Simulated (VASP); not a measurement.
Input of a VASP 6.6.1 run:

File INCAR:

```
SYSTEM = KF
PREC = Accurate ; ENCUT = 520
EDIFF = 1E-6 ; ISMEAR = 0
SIGMA = 0.05 ; LREAL = .False.
LASPH = .True. ; NELM = 80
ALGO = Normal ; ISIF = 2
LWAVE = .False. ; LCHARG = .True.
LELF = .True. ; LVHAR = .True.
NBANDS = 15
```

File KPOINTS:

```
Automatic mesh
0
Gamma
  8 8 8
  0 0 0
```

File POSCAR:

```
KF
1.0
    0.0000000000      2.5538708353      2.5538708353
    2.5538708353      0.0000000000      2.5538708353
    2.5538708353      2.5538708353      0.0000000000
K F
1 1
Direct
    0.0000000000      0.0000000000      0.0000000000
    0.5000000000      0.5000000000      0.5000000000
```

Potentials or basis: VASP PAW LDA potentials, release 64 (K_sv, F).

The run is started by

```console
$ cat potpaw_LDA.64/K_sv/POTCAR potpaw_LDA.64/F/POTCAR > POTCAR
$ mpirun -np 1 vasp_std > vasp.out
```

(1) Estimate the band gap on the k mesh.

(2) What does it give for the pressure?

## Answers

(1) 6.54 eV, direct.

(2) 1.8 GPa.
